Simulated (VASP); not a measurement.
A run of VASP 6.6.1 is set up as follows.

INCAR

```
PREC     = Accurate       # precision mode
ENCUT    = 520            # plane-wave cutoff, eV
EDIFF    = 1E-6           # SCF threshold, eV
ISMEAR   = 0              # smearing method
SIGMA    = 0.02           # smearing width, eV
LREAL    = False          # projectors in reciprocal space
LASPH    = True           # aspherical terms in the spheres
NELM     = 100            # most SCF steps
ALGO     = Normal         # electronic algorithm
ISIF     = 2              # what is computed and relaxed
LWAVE    = False          # write WAVECAR
LCHARG   = True           # write CHGCAR
GGA      = PE             # functional
LELF     = True           # ELF
LVHAR    = True         
NBANDS   = 35             # bands
```

KPOINTS

```
regular mesh
0
Gamma
  6 6 8
```

Contents of POSCAR:

```
SnO2
1.0
    5.0444139133      0.0000000000      0.0000000000
    0.0000000000      5.0444139133      0.0000000000
    0.0000000000      0.0000000000      3.1507221370
Sn O
2 4
Direct
    0.5000000000      0.5000000000      0.5000000000
    0.0000000000      0.0000000000      0.0000000000
    0.1922822137      0.8077177863      0.5000000000
    0.8077177863      0.1922822137      0.5000000000
    0.3077177863      0.3077177863      0.0000000000
    0.6922822137      0.6922822137      0.0000000000
```

Potentials or basis: VASP PAW PBE potentials, release 64 (Sn_d, O).

Run with:

```bash
$ cat potpaw_PBE.64/Sn_d/POTCAR potpaw_PBE.64/O/POTCAR > POTCAR
$ mpirun -np 1 vasp_std > vasp.out
```

(1) What does it give for the largest force?

(2) Predict the pressure.

## Answers

(1) 0.085 eV/Å.

(2) -5.8 GPa.

Caveat: the cell differs from its parent crystal (biaxial strain in the a-b plane: +4.5 %).
